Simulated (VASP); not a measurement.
GaN, 4 atoms in the cell. It takes space group P6_3mc (No. 186, hexagonal). The conventional cell has a = 3.183 Å, b = 3.183 Å, c = 5.184 Å, α = 90.00°, β = 90.00°, γ = 120.00°. Ga (site symmetry 3m) has 4 N at 1.95 Å within 2.6 Å. Within 2.6 Å of N (site symmetry 3m) lie 4 Ga at 1.95 Å. 

* Program: VASP 6.6.1
* Task: single point
* Functional: r2SCAN
* Potentials or basis: VASP PAW PBE potentials, release 64 (Ga_d, N)
* Cutoff: 520 eV
* k mesh: 12 × 12 × 6
* Occupations: gaussian, width 0.01 eV
* Spin: no spin polarisation
* Dipole correction: no
* Further INCAR settings: ALGO = Normal; EDIFF = 1e-06; NBANDS = 26

Potentials or basis: VASP PAW PBE potentials, release 64 (Ga_d, N).

Launch:

```bash
$ cat potpaw_PBE.64/Ga_d/POTCAR potpaw_PBE.64/N/POTCAR > POTCAR
$ cp INCAR.step1 INCAR
$ mpirun -np 1 vasp_std > vasp.out
$ cp INCAR.step2 INCAR
$ mpirun -np 1 vasp_std > vasp.out
```

Hardware: 1 thread of Intel Xeon 8259CL (shared host).

Question: Estimate the wall time of this run.

Answer: It took 5.7 min on 1 thread of Intel Xeon 8259CL, with other jobs on the host, peak memory 0.22 GiB. Counts: k points 76.
